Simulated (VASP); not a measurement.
# Pd (Fm-3m) in VASP: a series of runs

Runs on Pd. Level: LDA. Tasks: single point.

Everything below comes from runs of VASP 6.6.1. Logs are shortened: lines on timing, memory, paths and dates and some standing lists are left out, and cuts for length are marked.

### 1 The cell of the first run

The structure is cubic, space group Fm-3m (No. 225). Conventional cell: a = 3.841 Å, b = 3.841 Å, c = 3.841 Å, α = 90.00°, β = 90.00°, γ = 90.00°. Pd (site symmetry m-3m) has 12 Pd at 2.72 Å within 3.6 Å.

### 2 Single point, LDA, collinear spin

File INCAR:

```
SYSTEM = Pd
ALGO = Normal
EDIFF = 1E-6
ENCUT = 520
ISIF = 2
ISMEAR = -1
ISPIN = 2
LASPH = .TRUE.
LCHARG = .FALSE.
LMAXMIX = 4
LORBIT = 11
LREAL = .FALSE.
LWAVE = .FALSE.
MAGMOM = 0.5
NBANDS = 15
NELM = 150
PREC = Accurate
SIGMA = 0.05
```

File KPOINTS:

```
k-points
0
G
  20 20 20
  0 0 0
```

File POSCAR:

```
Pd
1.0
    0.0000000000      1.9202771092      1.9202771092
    1.9202771092      0.0000000000      1.9202771092
    1.9202771092      1.9202771092      0.0000000000
Pd
1
Direct
    0.0000000000      0.0000000000      0.0000000000
```

Potentials or basis: VASP PAW LDA potentials, release 64 (Pd).

Started as:

```bash
$ cat potpaw_LDA.64/Pd/POTCAR > POTCAR
$ mpirun -np 1 vasp_std > vasp.out
```

OUTCAR:

```text
SYSTEM = Pd
   EDIFF = 1E-6
   ENCUT = 520
   ISIF = 2
   ISMEAR = -1
   ISPIN = 2
   LASPH = .TRUE.
   LORBIT = 11
   LREAL = .FALSE.
   NELM = 150
   PREC = Accurate

 ion  position               nearest neighbor table
   1  0.000  0.000  0.000-

  LATTYP: Found a face centered cubic cell.
 ALAT       =     3.8405542184

  Lattice vectors:

 A1 = (   0.0000000000,   1.9202771092,   1.9202771092)
 A2 = (   1.9202771092,   0.0000000000,   1.9202771092)
 A3 = (   1.9202771092,   1.9202771092,   0.0000000000)

Analysis of symmetry for initial positions (statically):
=====================================================================
 Subroutine PRICEL returns:
 Original cell was already a primitive cell.

 Routine SETGRP: Setting up the symmetry group for a
 face centered cubic supercell.

 Subroutine GETGRP returns: Found 48 space group operations
 (whereof 48 operations were pure point group operations)
 out of a pool of 48 trial point group operations.

The static configuration has the point symmetry O_h .

Analysis of symmetry for dynamics (positions and initial velocities):
=====================================================================
 Subroutine PRICEL returns:
 Original cell was already a primitive cell.

 Routine SETGRP: Setting up the symmetry group for a
 face centered cubic supercell.

 Subroutine GETGRP returns: Found 48 space group operations
 (whereof 48 operations were pure point group operations)
 out of a pool of 48 trial point group operations.

The dynamic configuration has the point symmetry O_h .

Analysis of structural, dynamic, and magnetic symmetry:
=====================================================================
 Subroutine PRICEL returns:
 Original cell was already a primitive cell.

 Routine SETGRP: Setting up the symmetry group for a
 face centered cubic supercell.

 Subroutine GETGRP returns: Found 48 space group operations
 (whereof 48 operations were pure point group operations)
 out of a pool of 48 trial point group operations.

The overall configuration has the point symmetry O_h .

 Subroutine INISYM returns: Found 48 space group operations
 (whereof 48 operations are pure point group operations),
 and found     1 'primitive' translations

----------------------------------------------------------------------------------------

                                     Primitive cell

  volume of cell :      14.1619

  direct lattice vectors                    reciprocal lattice vectors
     0.000000000  1.920277109  1.920277109    -0.260379087  0.260379087  0.260379087
     1.920277109  0.000000000  1.920277109     0.260379087 -0.260379087  0.260379087
     1.920277109  1.920277109  0.000000000     0.260379087  0.260379087 -0.260379087

  length of vectors
     2.715681931  2.715681931  2.715681931     0.450989807  0.450989807  0.450989807

  position of ions in fractional coordinates (direct lattice)
     0.000000000  0.000000000  0.000000000

  ion indices of the primitive-cell ions
   primitive index   ion index
                 1           1

----------------------------------------------------------------------------------------

 KPOINTS: k-points

Automatic generation of k-mesh.
 Grid dimensions read from file:
 generate k-points for:   20   20   20

 Generating k-lattice:

  Cartesian coordinates                     Fractional coordinates (reciprocal lattice)
    -0.013018954  0.013018954  0.013018954     0.050000000  0.000000000  0.000000000
     0.013018954 -0.013018954  0.013018954     0.000000000  0.050000000  0.000000000
     0.013018954  0.013018954 -0.013018954     0.000000000  0.000000000  0.050000000

  Length of vectors
     0.022549490  0.022549490  0.022549490

  Shift w.r.t. Gamma in fractional coordinates (k-lattice)
     0.000000000  0.000000000  0.000000000

 Subroutine IBZKPT returns following result:
 ===========================================

 Found    256 irreducible k-points:

 Following reciprocal coordinates:
            Coordinates               Weight
  0.000000  0.000000  0.000000      1.000000
  0.050000  0.000000  0.000000      8.000000
  0.100000  0.000000  0.000000      8.000000
  0.150000  0.000000  0.000000      8.000000
  0.200000  0.000000  0.000000      8.000000
  0.250000  0.000000  0.000000      8.000000
[... 16 lines left out ...]
 -0.400000  0.050000  0.000000     24.000000
 -0.350000  0.050000  0.000000     24.000000
 [... further k-points ...]
   k-points           NKPTS =    256   k-points in BZ     NKDIM =    256   number of bands    NBANDS=     15
   number of dos      NEDOS =    301   number of ions     NIONS =      1
   total plane-waves  NPLWV =   8000
   dimension x,y,z NGX =    20 NGY =   20 NGZ =   20
   dimension x,y,z NGXF=    40 NGYF=   40 NGZF=   40
   ions per type =               1
   NGX,Y,Z   is equivalent  to a cutoff of  12.24, 12.24, 12.24 a.u.
   NGXF,Y,Z  is equivalent  to a cutoff of  24.49, 24.49, 24.49 a.u.
 SYSTEM =  Pd
   PREC   = accura    normal or accurate (medium, high low for compatibility)
   ISTART =      0    job   : 0-new  1-cont  2-samecut
   ICHARG =      2    charge: 1-file 2-atom 10-const
   ISPIN  =      2    spin polarized calculation?
   LNONCOLLINEAR =      F non collinear calculations
   LSORBIT =      F    spin-orbit coupling
   LASPH  =      T    aspherical Exc in radial PAW
   ENCUT  =  520.0 eV  38.22 Ry    6.18 a.u.   5.05  5.05  5.05*2*pi/ulx,y,z
   NELM   =    150;   NELMIN=  2; NELMDL= -5     # of ELM steps
   EDIFF  = 0.1E-05   stopping-criterion for ELM
   LREAL  =      F    real-space projection
   EDIFFG = 0.1E-04   stopping-criterion for IOM
   NSW    =      0    number of steps for IOM
   IBRION =     -1    ionic relax: 0-MD 1-quasi-New 2-CG
   NFREE  =      0    steps in history (QN), initial steepest desc. (CG)
   ISIF   =      2    stress and relaxation
   ISYM   =      2    0-nonsym 1-usesym 2-fastsym
   POTIM  = 0.5000    time-step for ionic-motion
   TEBEG  =    0.0;   TEEND  =   0.0 temperature during run
   PSTRESS=    0.0 pullay stress
   NELECT =      10.0000    total number of electrons
   NUPDOWN=      -1.0000    fix difference up-down
   EMIN   =  10.00;   EMAX   =-10.00  energy-range for DOS
   EFERMI =   0.00;   METHOD = LEGACY
   ISMEAR =    -1;   SIGMA  =   0.05  broadening in eV -4-tet -1-fermi 0-gaus
   EFERMI_NEDOS =   21; number of points for ismear=-14 and -15
   IALGO  =     38    algorithm
   IMIX   =      4    mixing-type and parameters
     AMIX     =   0.40;   BMIX     =  1.00
     AMIX_MAG =   1.60;   BMIX_MAG =  1.00
  volume/ion in A,a.u.               =      14.16        95.57
  Fermi-wavevector in a.u.,A,eV,Ry     =   1.457810  2.754861 28.915238  2.125210
  Thomas-Fermi vector in A             =   2.574568
   LORBIT       =     11    0 simple, 1 ext, 2 COOP (PROOUT), +10 PAW based schemes
   GGA     = CA    functional components
   LHFCALC =     F    Hartree Fock is set to
   AEXX    =    0.0000 exact exchange contribution
   IVDW    =     0    specifies the selected vdW correction
   LEPSILON=     F    determine dielectric tensor
   LRPA    =     F    only Hartree local field effects (RPA)
 spin polarized calculation
  energy-cutoff  :      520.00
  volume of cell :       14.16
 maximum number of plane-waves:       392
   NGX =  9   NGY =  9   NGZ =  9

 number of electron      10.0000005 magnetization       0.0024866

 Free energy of the ion-electron system (eV)
  ---------------------------------------------------
  ext. energy  EPLUGINS =         0.00000000
  ---------------------------------------------------
  free energy    TOTEN  =        -6.50328907 eV

  energy without entropy =       -6.48453598  energy(sigma->0) =       -6.49391252

 E-fermi :  10.2957     XC(G=0): -13.7683

 val. band max:       10.2950227287   @ k =  -0.4500   0.3000   0.0000
 cond. band min:      10.2969156589   @ k =  -0.4000   0.4000   0.0000
 fundamental gap:      0.0018929302
 Fermi energy:        10.2956503722

 spin component 1

 k-point     1 :       0.0000    0.0000    0.0000
  band No.  band energies     occupation
      1       2.7478      1.00000
      2       7.2352      1.00000
      3       7.2352      1.00000
      4       7.2352      1.00000
      5       8.9941      1.00000
      6       8.9941      1.00000
      7      27.4442      0.00000
      8      32.3995      0.00000
      9      32.3995      0.00000
     10      32.3995      0.00000
     11      35.9074      0.00000
     12      38.0400      0.00000
     13      41.6831      0.00000
     14      41.6831      0.00000
     15      41.6831      0.00000
[... 397 lines left out ...]
 k-point    24 :      -0.3500    0.0500    0.0000
  band No.  band energies     occupation
      1       4.7903      1.00000
      2       7.3096      1.00000
      3       7.3806      1.00000
      4       8.7110      1.00000
      5       9.6684      1.00000
      6      10.3840      0.14584
      7      20.8915      0.00000
      8      27.5382      0.00000
      9      31.7298      0.00000
     10      33.4301      0.00000
     11      35.9233      0.00000
     12      37.2086      0.00000
     13      37.6906      0.00000
     14      39.8480      0.00000
     15      44.0269      0.00000

 [... further k-points ...]

 spin component 2

 k-point     1 :       0.0000    0.0000    0.0000
  band No.  band energies     occupation
      1       2.7482      1.00000
      2       7.2367      1.00000
      3       7.2367      1.00000
      4       7.2367      1.00000
      5       8.9955      1.00000
      6       8.9955      1.00000
      7      27.4446      0.00000
      8      32.3999      0.00000
      9      32.3999      0.00000
     10      32.3999      0.00000
     11      35.9105      0.00000
     12      38.0402      0.00000
     13      41.6838      0.00000
     14      41.6838      0.00000
     15      41.6838      0.00000
[... 397 lines left out ...]
 k-point    24 :      -0.3500    0.0500    0.0000
  band No.  band energies     occupation
      1       4.7913      1.00000
      2       7.3110      1.00000
      3       7.3820      1.00000
      4       8.7118      1.00000
      5       9.6700      1.00000
      6      10.3854      0.14242
      7      20.8923      0.00000
      8      27.5385      0.00000
      9      31.7305      0.00000
     10      33.4307      0.00000
     11      35.9265      0.00000
     12      37.2092      0.00000
     13      37.6912      0.00000
     14      39.8486      0.00000
     15      44.0288      0.00000

 [... further k-points ...]
[... 5 lines left out ...]
  --------------------------------------------------------------------------------------
  -------------------------------------------------------------------------------------
  Total       -0.0001545     -0.0001545     -0.0001545     -0.0000000     -0.0000000      0.0000000
  in kB       -0.0174776     -0.0174776     -0.0174776     -0.0000000     -0.0000000      0.0000000
  external PRESSURE =      -0.0174776 kB  Pullay stress =       0.0000000 kB

 VOLUME and BASIS-vectors are now :
 -----------------------------------------------------------------------------
  energy-cutoff  :      520.00
  volume of cell :       14.16
      direct lattice vectors                 reciprocal lattice vectors
     0.000000000  1.920277109  1.920277109    -0.260379087  0.260379087  0.260379087
     1.920277109  0.000000000  1.920277109     0.260379087 -0.260379087  0.260379087
     1.920277109  1.920277109  0.000000000     0.260379087  0.260379087 -0.260379087

 POSITION                                       TOTAL-FORCE (eV/Angst)
 -----------------------------------------------------------------------------------
      0.00000      0.00000      0.00000         0.000000      0.000000      0.000000
 -----------------------------------------------------------------------------------
    total drift:                                0.000000      0.000000      0.000000

  FREE ENERGIE OF THE ION-ELECTRON SYSTEM (eV)
  ---------------------------------------------------
  free  energy   TOTEN  =        -6.5032890656 eV

  energy  without entropy=       -6.4845359829  energy(sigma->0) =       -6.49391252

 total charge

# of ion       s       p       d       tot
------------------------------------------
    1        0.514   0.530   8.483   9.528

 magnetization (x)

# of ion       s       p       d       tot
------------------------------------------
    1       -0.000  -0.000   0.002   0.002
```

Wall time 87 s (1 thread of Intel Xeon Platinum 8375C at 2.90GHz (Ice Lake), shared host); peak memory 0.18 GiB.

Results:

```
Free energy                                           : -6.5033 eV
Pressure                                              : 0.0 GPa
Band gap on the k mesh                                : zero (filled and empty bands overlap)
Net moment                                            : 0.00 μB per cell
Valence electrons inside the program's atomic spheres : Pd 9.53
```

### 3 Single point, LDA, collinear spin

File INCAR:

```
PREC = Accurate
ENCUT = 520
EDIFF = 1E-6
ISMEAR = -1
SIGMA = 0.05
LREAL = F
LASPH = T
NELM = 150
ALGO = Normal
ISIF = 2
LWAVE = F
LCHARG = F
ISPIN = 2
MAGMOM = 0.5
LORBIT = 11
LMAXMIX = 4
GGA = CA
NBANDS = 15
```

File KPOINTS:

```
regular mesh
0
Gamma
  23 23 23
```

POSCAR is that of step 2.

Potentials or basis: VASP PAW LDA potentials, release 64 (Pd).

Started as:

```bash
$ cat potpaw_LDA.64/Pd/POTCAR > POTCAR
$ mpirun -np 1 vasp_std > vasp.out
```

It took 1.9 min on 1 thread of Intel Xeon Platinum 8375C at 2.90GHz (Ice Lake), shared host; peak memory 0.21 GiB.

The run converged. Its results:

```yaml
Free_energy: -6.5043 eV
Pressure: 0.0 GPa
Band_gap_on_the_k_mesh: zero (filled and empty bands overlap)
Net_moment: 0.00 μB per cell
Valence_electrons_inside_the_program's_atomic_spheres: Pd 9.53
```

Levels at points of the mesh, in eV from the Fermi level:
Spin up:
```
           k point  band 2  band 3  band 4  band 5  band 6  band 7  band 8  band 9
(0.00, 0.00, 0.00)   -3.06   -3.06   -3.06   -1.31   -1.31   17.14   22.10   22.10
```
Spin down:
```tsv
k point	band 2	band 3	band 4	band 5	band 6	band 7	band 8	band 9
(0.00, 0.00, 0.00)	-3.06	-3.06	-3.06	-1.30	-1.30	17.14	22.10	22.10
```

### 4 Single point, LDA, collinear spin (14.73 Å³/atom)

This run uses another cell than the first one, of 14.73 Å³/atom.

File INCAR:

```
  PREC = Accurate
  ENCUT = 520
  EDIFF = 1E-6
  ISMEAR = -1
  SIGMA = 0.05
  LREAL = F
  LASPH = T
  NELM = 150
  ALGO = Normal
  ISIF = 2
  LWAVE = F
  LCHARG = T
  ISPIN = 2
  MAGMOM = 0.5
  LORBIT = 11
  LMAXMIX = 4
  LELF = T
  LVHAR = T
  NBANDS = 15
```

File KPOINTS:

```
Automatic mesh
0
Gamma
  23 23 23
```

File POSCAR:

```
Pd
1.0
    0.0000000000      1.9455467924      1.9455467924
    1.9455467924      0.0000000000      1.9455467924
    1.9455467924      1.9455467924      0.0000000000
Pd
1
Direct
    0.0000000000      0.0000000000      0.0000000000
```

Started as:

```bash
$ cat potpaw_LDA.64/Pd/POTCAR > POTCAR
$ mpirun -np 1 vasp_std > vasp.out
```

It took 58 s on 1 thread of Intel Xeon 6975P-C (Granite Rapids), shared host; peak memory 0.22 GiB.

It converged, with:

```
Free energy                                           : -6.4900 eV
Pressure                                              : -8.0 GPa
Band gap on the k mesh                                : zero (filled and empty bands overlap)
Net moment                                            : 0.00 μB per cell
Valence electrons inside the program's atomic spheres : Pd 9.44
```

Levels at points of the mesh, in eV from the Fermi level:
Spin up:
| k point | band 1 | band 2 | band 3 | band 4 | band 5 | band 6 | band 7 | band 8 | band 9 | band 10 |
| --- | --- | --- | --- | --- | --- | --- | --- | --- | --- | --- |
| (0.00, 0.00, 0.00) | -7.24 | -2.88 | -2.88 | -2.88 | -1.22 | -1.22 | 17.14 | 21.87 | 21.87 | 21.87 |
Spin down:
| k point | band 1 | band 2 | band 3 | band 4 | band 5 | band 6 | band 7 | band 8 | band 9 | band 10 |
| --- | --- | --- | --- | --- | --- | --- | --- | --- | --- | --- |
| (0.00, 0.00, 0.00) | -7.24 | -2.88 | -2.88 | -2.88 | -1.23 | -1.23 | 17.14 | 21.87 | 21.87 | 21.87 |

Caveat: the cell stands under tension.

(Continued in part 2 of 2.)
